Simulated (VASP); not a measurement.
# Be2C (Fm-3m) in VASP: notebook, part 2 of 2

VASP 6.6.1. The steps go on from the part before.

### Step 3. Single point, PBE-based global hybrid with 10 % exact exchange

The input, POSCAR:

```
Be2C
1.0
    0.0000000000      2.1650005600      2.1650005600
    2.1650005600      0.0000000000      2.1650005600
    2.1650005600      2.1650005600      0.0000000000
Be C
2 1
Direct
    0.2500000000      0.2500000000      0.2500000000
    0.7500000000      0.7500000000      0.7500000000
    0.0000000000      0.0000000000      0.0000000000
```

The input, INCAR.step1:

```
SYSTEM = Be2C
  PREC = Accurate
  ENCUT = 520
  EDIFF = 1E-5
  ISMEAR = 0
  SIGMA = 0.05
  LREAL = .FALSE.
  LASPH = .TRUE.
  NELM = 120
  ALGO = Normal
  ISIF = 2
  LWAVE = .TRUE.
  LCHARG = .FALSE.
  NBANDS = 11
  GGA = PE
  GGA_COMPAT = .FALSE.
```

The input, INCAR.step2:

```
SYSTEM = Be2C
  PREC = Accurate
  ENCUT = 520
  EDIFF = 1E-6
  ISMEAR = 0
  SIGMA = 0.05
  LREAL = .FALSE.
  LASPH = .TRUE.
  NELM = 120
  ALGO = Normal
  ISIF = 2
  LWAVE = .FALSE.
  LCHARG = .FALSE.
  GGA = PE
  LHFCALC = .TRUE.
  AEXX = 0.1
  PRECFOCK = Normal
  NBANDS = 11
  ISTART = 1
  GGA_COMPAT = .FALSE.
```

The input, KPOINTS:

```
Automatic mesh
0
G
  6 6 6
  0 0 0
```

Potentials or basis: VASP PAW PBE potentials, release 64 (Be, C).

Run with:

```
> cat potpaw_PBE.64/Be/POTCAR potpaw_PBE.64/C/POTCAR > POTCAR
> cp INCAR.step1 INCAR
> mpirun -np 1 vasp_std > vasp.out
> cp INCAR.step2 INCAR
> mpirun -np 1 vasp_std > vasp.out
```

OUTCAR:

```text
SYSTEM = Be2C
   PREC = Accurate
   ENCUT = 520
   EDIFF = 1E-6
   ISMEAR = 0
   LREAL = .FALSE.
   LASPH = .TRUE.
   NELM = 120
   ISIF = 2
   GGA = PE
   LHFCALC = .TRUE.
   AEXX = 0.1
   PRECFOCK = Normal
   ISTART = 1

 ion  position               nearest neighbor table
   1  0.250  0.250  0.250-   3 1.87   3 1.87   3 1.87   3 1.87   2 2.17   2 2.17   2 2.17   2 2.17
                             2 2.17   2 2.17
   2  0.750  0.750  0.750-   3 1.87   3 1.87   3 1.87   3 1.87   1 2.17   1 2.17   1 2.17   1 2.17
                             1 2.17   1 2.17
   3  0.000  0.000  0.000-   2 1.87   2 1.87   2 1.87   1 1.87   2 1.87   1 1.87   1 1.87   1 1.87

  LATTYP: Found a face centered cubic cell.
 ALAT       =     4.3300011200

  Lattice vectors:

 A1 = (   0.0000000000,   2.1650005600,   2.1650005600)
 A2 = (   2.1650005600,   0.0000000000,   2.1650005600)
 A3 = (   2.1650005600,   2.1650005600,   0.0000000000)

Analysis of symmetry for initial positions (statically):
=====================================================================
 Subroutine PRICEL returns:
 Original cell was already a primitive cell.

 Routine SETGRP: Setting up the symmetry group for a
 face centered cubic supercell.

 Subroutine GETGRP returns: Found 48 space group operations
 (whereof 48 operations were pure point group operations)
 out of a pool of 48 trial point group operations.

The static configuration has the point symmetry O_h .

Analysis of symmetry for dynamics (positions and initial velocities):
=====================================================================
 Subroutine PRICEL returns:
 Original cell was already a primitive cell.

 Routine SETGRP: Setting up the symmetry group for a
 face centered cubic supercell.

 Subroutine GETGRP returns: Found 48 space group operations
 (whereof 48 operations were pure point group operations)
 out of a pool of 48 trial point group operations.

The dynamic configuration has the point symmetry O_h .

 Subroutine INISYM returns: Found 48 space group operations
 (whereof 48 operations are pure point group operations),
 and found     1 'primitive' translations

----------------------------------------------------------------------------------------

                                     Primitive cell

  volume of cell :      20.2957

  direct lattice vectors                    reciprocal lattice vectors
     0.000000000  2.165000560  2.165000560    -0.230946822  0.230946822  0.230946822
     2.165000560  0.000000000  2.165000560     0.230946822 -0.230946822  0.230946822
     2.165000560  2.165000560  0.000000000     0.230946822  0.230946822 -0.230946822

  length of vectors
     3.061773154  3.061773154  3.061773154     0.400011630  0.400011630  0.400011630

  position of ions in fractional coordinates (direct lattice)
     0.250000000  0.250000000  0.250000000
     0.750000000  0.750000000  0.750000000
     0.000000000  0.000000000  0.000000000

  ion indices of the primitive-cell ions
   primitive index   ion index
                 1           1
                 2           2
                 3           3
[... 47 lines left out ...]
   total plane-waves  NPLWV =  13824
   dimension x,y,z NGX =    24 NGY =   24 NGZ =   24
   dimension x,y,z NGXF=    48 NGYF=   48 NGZF=   48
   ions per type =               2   1
   NGX,Y,Z   is equivalent  to a cutoff of  13.03, 13.03, 13.03 a.u.
   NGXF,Y,Z  is equivalent  to a cutoff of  26.06, 26.06, 26.06 a.u.
 SYSTEM =  Be2C
   PREC   = accura    normal or accurate (medium, high low for compatibility)
   ISTART =      1    job   : 0-new  1-cont  2-samecut
   ICHARG =      0    charge: 1-file 2-atom 10-const
   ISPIN  =      1    spin polarized calculation?
   LNONCOLLINEAR =      F non collinear calculations
   LSORBIT =      F    spin-orbit coupling
   LASPH  =      T    aspherical Exc in radial PAW
   ENCUT  =  520.0 eV  38.22 Ry    6.18 a.u.   5.69  5.69  5.69*2*pi/ulx,y,z
   NELM   =    120;   NELMIN=  2; NELMDL=  0     # of ELM steps
   EDIFF  = 0.1E-05   stopping-criterion for ELM
   LREAL  =      F    real-space projection
   EDIFFG = 0.1E-04   stopping-criterion for IOM
   NSW    =      0    number of steps for IOM
   IBRION =     -1    ionic relax: 0-MD 1-quasi-New 2-CG
   NFREE  =      0    steps in history (QN), initial steepest desc. (CG)
   ISIF   =      2    stress and relaxation
   ISYM   =      3    0-nonsym 1-usesym 2-fastsym
   POTIM  = 0.5000    time-step for ionic-motion
   TEBEG  =    0.0;   TEEND  =   0.0 temperature during run
   PSTRESS=    0.0 pullay stress
   NELECT =       8.0000    total number of electrons
   NUPDOWN=      -1.0000    fix difference up-down
   EMIN   =  10.00;   EMAX   =-10.00  energy-range for DOS
   EFERMI =   0.00;   METHOD = LEGACY
   ISMEAR =     0;   SIGMA  =   0.05  broadening in eV -4-tet -1-fermi 0-gaus
   EFERMI_NEDOS =   21; number of points for ismear=-14 and -15
   IALGO  =     38    algorithm
   IMIX   =      1    mixing-type and parameters
     AMIX     =   0.40;   BMIX     =  1.00
     AMIX_MAG =   1.60;   BMIX_MAG =  1.00
  volume/ion in A,a.u.               =       6.77        45.65
  Fermi-wavevector in a.u.,A,eV,Ry     =   1.200338  2.268310 19.603421  1.440811
  Thomas-Fermi vector in A             =   2.336176
   LORBIT       =      0    0 simple, 1 ext, 2 COOP (PROOUT), +10 PAW based schemes
   GGA     = PE    functional components
   LHFCALC =     T    Hartree Fock is set to
   PRECFOCK=normal    Normal, Fast or Accurate (Low or Medium for compatibility)
   ENCUT4O =  -1.0   cutoff for four orbital integrals eV
   NKREDX  =     1    reduce k-point grid by
   NKREDY  =     1    reduce k-point grid by
   NKREDZ  =     1    reduce k-point grid by
   AEXX    =    0.1000 exact exchange contribution
   HFSCREEN=    0.0000 screening length (either q_TF or 0.3 A-1)
   HFSCREENC=   0.0000 screening length for correlation (either q_TF or 0.3 A-1)
   ENCUTFOCK=  -1.0 apply spherical cutoff to Coloumb kernel
   IVDW    =     0    specifies the selected vdW correction
   LEPSILON=     F    determine dielectric tensor
   LRPA    =     F    only Hartree local field effects (RPA)
 non-spin polarized calculation
 Gauss-broadening in eV      SIGMA  =   0.05
  energy-cutoff  :      520.00
  volume of cell :       20.30
 maximum number of plane-waves:       568
  NGX = 18; NGY = 18; NGZ = 18

 number of electron       8.0000000 magnetization

 Free energy of the ion-electron system (eV)
  ---------------------------------------------------
  ext. energy  EPLUGINS =         0.00000000
  ---------------------------------------------------
  free energy    TOTEN  =       -18.36187452 eV

  energy without entropy =      -18.36187452  energy(sigma->0) =      -18.36187452

 E-fermi :   7.6799     XC(G=0): -10.4594

 val. band max:        7.3976337870   @ k =   0.0000   0.0000   0.0000
 cond. band min:       9.1278399424   @ k =   0.5000   0.5000   0.0000
 fundamental gap:      1.7302061555
 Fermi energy:         7.6799099015

 k-point     1 :       0.0000    0.0000    0.0000
  band No.  band energies     occupation
      1      -8.3381      2.00000
      2       7.3976      2.00000
      3       7.3976      2.00000
      4       7.3976      2.00000
      5      12.1970      0.00000
      6      12.1970      0.00000
      7      12.1970      0.00000
      8      14.9293      0.00000
      9      21.4426      0.00000
     10      21.4426      0.00000
     11      21.4426      0.00000
[... 197 lines left out ...]
 k-point    16 :      -0.3333    0.5000    0.1667
  band No.  band energies     occupation
      1      -4.3271      2.00000
      2       0.7182      2.00000
      3       1.2363      2.00000
      4       1.7795      2.00000
      5      12.0748      0.00000
      6      15.6987      0.00000
      7      18.2384      0.00000
      8      20.1817      0.00000
      9      22.2189      0.00000
     10      23.5333      0.00000
     11      25.1155      0.00000

------------------------ aborting loop because EDIFF is reached ----------------------------------------

  FORCE on cell =-STRESS in cart. coord.  units (eV):
  Direction    XX          YY          ZZ          XY          YZ          ZX
  --------------------------------------------------------------------------------------
  -------------------------------------------------------------------------------------
  Total       -0.1552155     -0.1552155     -0.1552155     -0.0000000     -0.0000000      0.0000000
  in kB      -12.2529753    -12.2529753    -12.2529753     -0.0000000     -0.0000000      0.0000000
  external PRESSURE =     -12.2529753 kB  Pullay stress =       0.0000000 kB

 VOLUME and BASIS-vectors are now :
 -----------------------------------------------------------------------------
  energy-cutoff  :      520.00
  volume of cell :       20.30
      direct lattice vectors                 reciprocal lattice vectors
     0.000000000  2.165000560  2.165000560    -0.230946822  0.230946822  0.230946822
     2.165000560  0.000000000  2.165000560     0.230946822 -0.230946822  0.230946822
     2.165000560  2.165000560  0.000000000     0.230946822  0.230946822 -0.230946822

 POSITION                                       TOTAL-FORCE (eV/Angst)
 -----------------------------------------------------------------------------------
      1.08250      1.08250      1.08250        -0.000000     -0.000000     -0.000000
      3.24750      3.24750      3.24750         0.000000      0.000000      0.000000
      0.00000      0.00000      0.00000         0.000000     -0.000000      0.000000
 -----------------------------------------------------------------------------------
    total drift:                               -0.000000     -0.000000     -0.000000

  FREE ENERGIE OF THE ION-ELECTRON SYSTEM (eV)
  ---------------------------------------------------
  free  energy   TOTEN  =       -18.3618745217 eV

  energy  without entropy=      -18.3618745217  energy(sigma->0) =      -18.36187452
```

Wall time 10 min (1 thread of AMD EPYC 7R13, shared host); peak memory 0.15 GiB.

Results:

- Free energy: -18.3619 eV
- Pressure: -1.2 GPa
- Band gap on the k mesh: 1.73 eV (least direct gap 4.80 eV)

Caveat: the PAW data sets were made with another functional, which shifts forces and pressure a little.
